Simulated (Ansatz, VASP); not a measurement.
# ScAl3: VASP and Ansatz over several settings

```
CELL_PARAMETERS angstrom
4.08781 0.00000 0.00000
0.00000 4.08781 0.00000
0.00000 0.00000 4.08781
ATOMIC_POSITIONS crystal
Sc 0.00000 0.00000 0.00000
Al 0.50000 0.50000 0.00000
Al 0.00000 0.50000 0.50000
Al 0.50000 0.00000 0.50000
```

Single points on this cell with VASP 6.6.1 and Ansatz 0.2.0. Each row is one pair of runs. Alike in all rows: spin: off; k mesh: 4 × 4 × 4; smearing: fermi-dirac, width 0.05 eV; VASP's potentials, cutoff: VASP PAW PBE potentials, release 64 (Sc_sv, Al), 520 eV.

```tsv
level	Ansatz's potentials, cutoff	gap on the k mesh at the Fermi level (eV), VASP	gap on the k mesh at the Fermi level (eV), Ansatz	pressure (GPa), VASP	pressure (GPa), Ansatz
PBEsol-based global hybrid	Ansatz PAW, 420 eV	none	none	-1.7	-1.8
B3LYP	Ansatz PAW, 420 eV	none	none	1.9	1.8
r2SCANh	Ansatz PAW, 500 eV	none	none	-0.5	-0.5
```

Pressure (GPa): the two programs differ by at most 0.12.

A gap of «none» marks a metal or a gap that the smearing closes.

The k mesh is coarse, so the values compare programs but aren't converged.
